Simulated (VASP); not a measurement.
Here is a VASP 6.6.1 calculation.

INCAR

```
PREC     = Accurate       # precision mode
ENCUT    = 600            # plane-wave cutoff, eV
EDIFF    = 1E-6           # SCF threshold, eV
ISMEAR   = 0              # smearing method
SIGMA    = 0.1            # smearing width, eV
LREAL    = F              # projectors in reciprocal space
LASPH    = T              # aspherical terms in the spheres
NELM     = 100            # most SCF steps
ALGO     = Normal         # electronic algorithm
ISIF     = 3              # what is computed and relaxed
LWAVE    = F              # write WAVECAR
LCHARG   = F              # write CHGCAR
GGA      = PE             # functional
IBRION   = 2              # ionic algorithm
NSW      = 100            # ionic steps
EDIFFG   = -0.002         # ionic threshold
```

The input KPOINTS:

```
Automatic mesh
0
Gamma
  12 12 14
```

File POSCAR:

```
Zr
1.0
    5.0328000000      0.0000000000      0.0000000000
   -2.5164000000      4.3585326500      0.0000000000
    0.0000000000      0.0000000000      3.1324000000
Zr
3
Direct
    0.6666666700      0.3333333300      0.5000000000
    0.3333333300      0.6666666700      0.5000000000
    0.0000000000      0.0000000000      0.0000000000
```

Potentials or basis: VASP PAW PBE potentials, release 64 (Zr_sv).

The run is started by

```console
$ cat potpaw_PBE.64/Zr_sv/POTCAR > POTCAR
$ mpirun -np 1 vasp_std > vasp.out
```

(1) Predict the relaxed cell.

(2) Estimate the band gap on the k mesh.

(3) What does it give for the space group after relaxing (to 0.05 Å)?

(4) Estimate the relaxed volume.

## Answers

(1) a = 5.043 Å, b = 5.043 Å, c = 3.148 Å, α = 90.00°, β = 90.00°, γ = 120.00°.

(2) zero (band 18 reaches 9.26 eV, above the bottom of band 19 at 8.71 eV).

(3) P6/mmm (No. 191).

(4) 23.12 Å³/atom.
